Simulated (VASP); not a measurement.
# Ga2As (Aem2) in VASP: relaxation of cell and atoms with PBE

Aim: the relaxation of cell and atoms of Ga2As with PBE.

Everything below comes from runs of VASP 6.6.1. Logs are shortened: lines on timing, memory, paths and dates and some standing lists are left out, and cuts for length are marked.

### 1 The cell of the first run

Symmetry: Aem2, No. 39, orthorhombic system. Conventional cell: a = 7.602 Å, b = 5.224 Å, c = 6.099 Å, α = 90.00°, β = 90.00°, γ = 90.00°. Ga (site symmetry m) has 4 As at 2.73 to 3.54 Å and 8 Ga at 2.74 to 3.63 Å within 3.7 Å. Ga (site symmetry m) has 4 As at 2.54 to 2.66 Å and 2 Ga at 2.78 to 3.26 Å within 3.4 Å. As (site symmetry m) has 6 Ga at 2.54 to 3.13 Å within 3.4 Å.

### 2 Relaxation of cell and atoms, PBE

File INCAR:

```
SYSTEM = Ga2As
PREC = Accurate ; ENCUT = 600
EDIFF = 1E-6 ; ISMEAR = 0
SIGMA = 0.1 ; LREAL = .False.
LASPH = .True. ; NELM = 60
ALGO = Fast ; ISIF = 3
LWAVE = .False. ; LCHARG = .False.
GGA = PE ; IBRION = 2
NSW = 100 ; EDIFFG = -0.01
```

File KPOINTS:

```
Automatic mesh
0
Gamma
  6 10 10
  0 0 0
```

File POSCAR:

```
Ga2As
1.0
    7.6018664758      0.0000000000      0.0000000000
    0.0000000000      2.6120065071      3.0496358780
    0.0000000000     -2.6120065071      3.0496358780
Ga As
4 2
Direct
    0.5544392071      0.8357963196      0.3357963196
    0.1609982111      0.6229207876      0.1229207876
    0.4455607929      0.3357963196      0.8357963196
    0.8390017889      0.1229207876      0.6229207876
    0.1763542848      0.0391349498      0.5391349498
    0.8236457152      0.5391349498      0.0391349498
```

Potentials or basis: VASP PAW PBE potentials, release 64 (Ga_d, As).

Launch:

```sh
> cat potpaw_PBE.64/Ga_d/POTCAR potpaw_PBE.64/As/POTCAR > POTCAR
> mpirun -np 1 vasp_std > vasp.out
```

OUTCAR:

```text
SYSTEM = Ga2As
   PREC = Accurate
   ENCUT = 600
   EDIFF = 1E-6
   ISMEAR = 0
   LREAL = .False.
   LASPH = .True.
   NELM = 60
   ISIF = 3
   GGA = PE
   IBRION = 2
   NSW = 100
   EDIFFG = -0.01

 ion  position               nearest neighbor table
   1  0.554  0.836  0.336-   6 2.73   3 2.74   3 2.74   4 2.78
   2  0.161  0.623  0.123-   5 2.54   6 2.61   5 2.66   5 2.66   3 2.78
   3  0.446  0.336  0.836-   5 2.73   1 2.74   1 2.74   2 2.78
   4  0.839  0.123  0.623-   6 2.54   5 2.61   6 2.66   6 2.66   1 2.78
   5  0.176  0.039  0.539-   2 2.54   4 2.61   2 2.66   2 2.66   3 2.73
   6  0.824  0.539  0.039-   4 2.54   2 2.61   4 2.66   4 2.66   1 2.73

  LATTYP: Found a base centered orthorhombic cell.
 ALAT       =     5.2240130142
 B/A-ratio  =     1.1675452836
 C/A-ratio  =     1.4551775532

  Lattice vectors:

 A1 = (   0.0000000000,   2.6120065071,  -3.0496358780)
 A2 = (   0.0000000000,   2.6120065071,   3.0496358780)
 A3 = (   7.6018664758,   0.0000000000,   0.0000000000)

Analysis of symmetry for initial positions (statically):
=====================================================================
 Subroutine PRICEL returns:
 Original cell was already a primitive cell.

 Routine SETGRP: Setting up the symmetry group for a
 base centered orthorhombic supercell.

 Subroutine GETGRP returns: Found  4 space group operations
 (whereof  2 operations were pure point group operations)
 out of a pool of  8 trial point group operations.

The static configuration has the point symmetry C_2 .
 The point group associated with its full space group is C_2v.

Analysis of symmetry for dynamics (positions and initial velocities):
=====================================================================
 Subroutine PRICEL returns:
 Original cell was already a primitive cell.

 Routine SETGRP: Setting up the symmetry group for a
 base centered orthorhombic supercell.

 Subroutine GETGRP returns: Found  4 space group operations
 (whereof  2 operations were pure point group operations)
 out of a pool of  8 trial point group operations.

The dynamic configuration has the point symmetry C_2 .
 The point group associated with its full space group is C_2v.

 Subroutine INISYM returns: Found  4 space group operations
 (whereof  2 operations are pure point group operations),
 and found     1 'primitive' translations

----------------------------------------------------------------------------------------

                                     Primitive cell

  volume of cell :     121.1079

  direct lattice vectors                    reciprocal lattice vectors
     7.601866476  0.000000000  0.000000000     0.131546641  0.000000000  0.000000000
     0.000000000  2.612006507  3.049635878     0.000000000  0.191423719  0.163954000
     0.000000000 -2.612006507  3.049635878     0.000000000 -0.191423719  0.163954000

  length of vectors
     7.601866476  4.015327755  4.015327755     0.131546641  0.252039589  0.252039589

  position of ions in fractional coordinates (direct lattice)
     0.554439207  0.835796320  0.335796320
     0.160998211  0.622920788  0.122920788
     0.445560793  0.335796320  0.835796320
     0.839001789  0.122920788  0.622920788
     0.176354285  0.039134950  0.539134950
     0.823645715  0.539134950  0.039134950

  ion indices of the primitive-cell ions
   primitive index   ion index
                 1           1
                 2           2
                 3           3
                 4           4
                 5           5
                 6           6

----------------------------------------------------------------------------------------

 KPOINTS: Automatic mesh

Automatic generation of k-mesh.
 Grid dimensions read from file:
 generate k-points for:    6   10   10

 Generating k-lattice:

  Cartesian coordinates                     Fractional coordinates (reciprocal lattice)
     0.021924440  0.000000000  0.000000000     0.166666667  0.000000000  0.000000000
     0.000000000  0.019142372  0.016395400     0.000000000  0.100000000 -0.000000000
     0.000000000 -0.019142372  0.016395400     0.000000000 -0.000000000  0.100000000

  Length of vectors
     0.021924440  0.025203959  0.025203959

  Shift w.r.t. Gamma in fractional coordinates (k-lattice)
     0.000000000  0.000000000  0.000000000

 Subroutine IBZKPT returns following result:
 ===========================================

 Found    124 irreducible k-points:

 Following reciprocal coordinates:
            Coordinates               Weight
  0.000000  0.000000  0.000000      1.000000
  0.166667  0.000000  0.000000      2.000000
  0.333333  0.000000  0.000000      2.000000
  0.500000  0.000000  0.000000      1.000000
  0.000000  0.100000  0.000000      4.000000
  0.166667  0.100000  0.000000      8.000000
[... 16 lines left out ...]
  0.333333  0.500000  0.000000      4.000000
  0.500000  0.500000  0.000000      2.000000
 [... further k-points ...]
   k-points           NKPTS =    124   k-points in BZ     NKDIM =    124   number of bands    NBANDS=     37
   number of dos      NEDOS =    301   number of ions     NIONS =      6
   total plane-waves  NPLWV =  65536
   dimension x,y,z NGX =    64 NGY =   32 NGZ =   32
   dimension x,y,z NGXF=   128 NGYF=   64 NGZF=   64
   ions per type =               4   2
   NGX,Y,Z   is equivalent  to a cutoff of  14.00, 13.25, 13.25 a.u.
   NGXF,Y,Z  is equivalent  to a cutoff of  27.99, 26.50, 26.50 a.u.
 SYSTEM =  Ga2As
   PREC   = accura    normal or accurate (medium, high low for compatibility)
   ISTART =      0    job   : 0-new  1-cont  2-samecut
   ICHARG =      2    charge: 1-file 2-atom 10-const
   ISPIN  =      1    spin polarized calculation?
   LNONCOLLINEAR =      F non collinear calculations
   LSORBIT =      F    spin-orbit coupling
   LASPH  =      T    aspherical Exc in radial PAW
   ENCUT  =  600.0 eV  44.10 Ry    6.64 a.u.  15.18  8.02  8.02*2*pi/ulx,y,z
   NELM   =     60;   NELMIN=  2; NELMDL= -5     # of ELM steps
   EDIFF  = 0.1E-05   stopping-criterion for ELM
   LREAL  =      F    real-space projection
   EDIFFG = -.1E-01   stopping-criterion for IOM
   NSW    =    100    number of steps for IOM
   IBRION =      2    ionic relax: 0-MD 1-quasi-New 2-CG
   NFREE  =      1    steps in history (QN), initial steepest desc. (CG)
   ISIF   =      3    stress and relaxation
   ISYM   =      2    0-nonsym 1-usesym 2-fastsym
   POTIM  = 0.5000    time-step for ionic-motion
   TEBEG  =    0.0;   TEEND  =   0.0 temperature during run
   PSTRESS=    0.0 pullay stress
   NELECT =      62.0000    total number of electrons
   NUPDOWN=      -1.0000    fix difference up-down
   EMIN   =  10.00;   EMAX   =-10.00  energy-range for DOS
   EFERMI =   0.00;   METHOD = LEGACY
   ISMEAR =     0;   SIGMA  =   0.10  broadening in eV -4-tet -1-fermi 0-gaus
   EFERMI_NEDOS =   21; number of points for ismear=-14 and -15
   IALGO  =     68    algorithm
   IMIX   =      4    mixing-type and parameters
     AMIX     =   0.40;   BMIX     =  1.00
     AMIX_MAG =   1.60;   BMIX_MAG =  1.00
  volume/ion in A,a.u.               =      20.18       136.21
  Fermi-wavevector in a.u.,A,eV,Ry     =   1.309628  2.474838 23.335694  1.715125
  Thomas-Fermi vector in A             =   2.440214
   LORBIT       =      0    0 simple, 1 ext, 2 COOP (PROOUT), +10 PAW based schemes
   GGA     = PE    functional components
   LHFCALC =     F    Hartree Fock is set to
   AEXX    =    0.0000 exact exchange contribution
   IVDW    =     0    specifies the selected vdW correction
   LEPSILON=     F    determine dielectric tensor
   LRPA    =     F    only Hartree local field effects (RPA)
 conjugate gradient relaxation of ions
 non-spin polarized calculation
 RMM-DIIS sequential band-by-band and
 Gauss-broadening in eV      SIGMA  =   0.10
  energy-cutoff  :      600.00
  volume of cell :      121.11
 maximum number of plane-waves:      4084
 NGX is ok and might be reduce to    64
   NGX = 31   NGY = 17   NGZ = 17

--------------------------------------- Ionic step        1  -------------------------------------------

 number of electron      62.0000005 magnetization

 Free energy of the ion-electron system (eV)
  ---------------------------------------------------
  ext. energy  EPLUGINS =         0.00000000
  ---------------------------------------------------
  free energy    TOTEN  =       -21.09719758 eV

  energy without entropy =      -21.08465600  energy(sigma->0) =      -21.09092679

------------------------ aborting loop because EDIFF is reached ----------------------------------------

  FORCE on cell =-STRESS in cart. coord.  units (eV):
  Direction    XX          YY          ZZ          XY          YZ          ZX
  --------------------------------------------------------------------------------------
  -------------------------------------------------------------------------------------
  Total        0.1087054      0.0930730      0.0727533      0.0000000      0.0000000      0.0000000
  in kB        1.4381006      1.2312946      0.9624776      0.0000000      0.0000000      0.0000000
  external PRESSURE =       1.2106243 kB  Pullay stress =       0.0000000 kB
[... 101 lines left out ...]
  FREE ENERGIE OF THE ION-ELECTRON SYSTEM (eV)
  ---------------------------------------------------
  free  energy   TOTEN  =       -21.0978699826 eV

  energy  without entropy=      -21.0853570092  energy(sigma->0) =      -21.09161350

[... ionic steps 4 to 8 ...]

--------------------------------------- Ionic step        9  -------------------------------------------

 number of electron      62.0000003 magnetization

------------------------ aborting loop because EDIFF is reached ----------------------------------------
[... 75 lines left out ...]
--------------------------------------- Ionic step       11  -------------------------------------------

 number of electron      62.0000003 magnetization

 Free energy of the ion-electron system (eV)
  ---------------------------------------------------
  ext. energy  EPLUGINS =         0.00000000
  ---------------------------------------------------
  free energy    TOTEN  =       -21.09815855 eV

  energy without entropy =      -21.08564881  energy(sigma->0) =      -21.09190368

 E-fermi :   4.9508     XC(G=0): -10.4862

 val. band max:        4.9487591707   @ k =   0.0000   0.0000   0.0000
 cond. band min:       4.9516623322   @ k =   0.5000  -0.1000   0.1000
 fundamental gap:      0.0029031615
 Fermi energy:         4.9507825858

 k-point     1 :       0.0000    0.0000    0.0000
  band No.  band energies     occupation
      1      -9.9755      2.00000
      2      -9.9557      2.00000
      3      -9.9065      2.00000
      4      -9.9058      2.00000
      5      -9.8989      2.00000
      6      -9.8835      2.00000
[... 949 lines left out ...]
     36       8.0490      0.00000
     37       9.5368      0.00000

 [... further k-points ...]

------------------------ aborting loop because EDIFF is reached ----------------------------------------

  FORCE on cell =-STRESS in cart. coord.  units (eV):
  Direction    XX          YY          ZZ          XY          YZ          ZX
  --------------------------------------------------------------------------------------
  -------------------------------------------------------------------------------------
  Total        0.0012490      0.0000541     -0.0028948      0.0000000      0.0000000      0.0000000
  in kB        0.0164778      0.0007143     -0.0381897      0.0000000      0.0000000      0.0000000
  external PRESSURE =      -0.0069992 kB  Pullay stress =       0.0000000 kB
[... 21 lines left out ...]
  FREE ENERGIE OF THE ION-ELECTRON SYSTEM (eV)
  ---------------------------------------------------
  free  energy   TOTEN  =       -21.0981585479 eV

  energy  without entropy=      -21.0856488078  energy(sigma->0) =      -21.09190368

 reached required accuracy - stopping structural energy minimisation
```

It took 79 min on 1 thread of Oxide Virtual Turin-like, shared host; peak memory 0.63 GiB.

Results:

```yaml
Free_energy: -21.0982 eV
Relaxed_volume: 20.24 Å³/atom
Relaxed_cell: a = 7.612 Å, b = 4.018 Å, c = 4.018 Å, α = 81.13°, β = 90.00°, γ = 90.00°
Space_group_after_relaxing_to_0.1_Å: Aem2 (No. 39)
Energy_gained_by_relaxing: 0.2 meV/atom
Ionic_steps: 11
Pressure_after_relaxing: 0.0 GPa
Largest_force_after_relaxing: 0.007 eV/Å
Band_gap_on_the_k_mesh: zero (bands 31 and 32 overlap by 2.78 eV)
```

Forces in eV/Å, atoms in the order of the input:
```
Ga  -0.007  0.000 -0.002
Ga   0.007  0.000 -0.003
Ga   0.007  0.000 -0.002
Ga  -0.007  0.000 -0.003
As   0.003  0.000  0.005
As  -0.003  0.000  0.005
```

Step by step:
| step | energy change (eV) | largest force (eV/Å) | pressure (GPa) | volume (Å³) |
| --- | --- | --- | --- | --- |
| 1 | 0.0000 | 0.0547 | 0.12 | 121.11 |
| 2 | -0.0005 | 0.0381 | 0.00 | 121.38 |
| 3 | -0.0007 | 0.0206 | -0.14 | 121.70 |
| 4 | -0.0007 | 0.0243 | -0.06 | 121.62 |
| 5 | -0.0007 | 0.0218 | -0.14 | 121.67 |
| 6 | -0.0009 | 0.0116 | -0.06 | 121.48 |
| 7 | -0.0009 | 0.0141 | 0.02 | 121.45 |
| 8 | -0.0009 | 0.0147 | -0.05 | 121.47 |
| 9 | -0.0009 | 0.0143 | 0.04 | 121.46 |
| 10 | -0.0009 | 0.0139 | 0.00 | 121.46 |
| 11 | -0.0010 | 0.0074 | 0.00 | 121.44 |

Final structure:
```
CELL_PARAMETERS angstrom
7.61249 0.00000 0.00000
0.00000 2.61321 3.05243
0.00000 -2.61321 3.05243
ATOMIC_POSITIONS crystal
Ga 0.55347 0.83586 0.33586
Ga 0.16068 0.62342 0.12342
Ga 0.44653 0.33586 0.83586
Ga 0.83932 0.12342 0.62342
As 0.17527 0.03857 0.53857
As 0.82473 0.53857 0.03857
```

Levels at points of the mesh, in eV from the Fermi level:
| k point | band 29 | band 30 | band 31 | band 32 | band 33 | band 34 |
| --- | --- | --- | --- | --- | --- | --- |
| (0.00, 0.00, 0.00) | -1.25 | -0.79 | -0.44 | 0.00 | 0.67 | 1.02 |
| (0.50, 0.00, 0.00) | -1.90 | -1.36 | 0.08 | 0.92 | 1.64 | 2.40 |
| (0.00, 0.50, 0.00) | -0.33 | -0.33 | 0.54 | 0.54 | 1.92 | 1.92 |
| (0.50, 0.50, 0.00) | -1.36 | -1.36 | 1.25 | 1.25 | 1.85 | 1.85 |
| (0.00, 0.50, 0.50) | -3.25 | -3.20 | -2.84 | -1.42 | 2.10 | 2.22 |
| (0.50, 0.50, 0.50) | -1.92 | -1.83 | -1.52 | -0.99 | -0.73 | -0.48 |
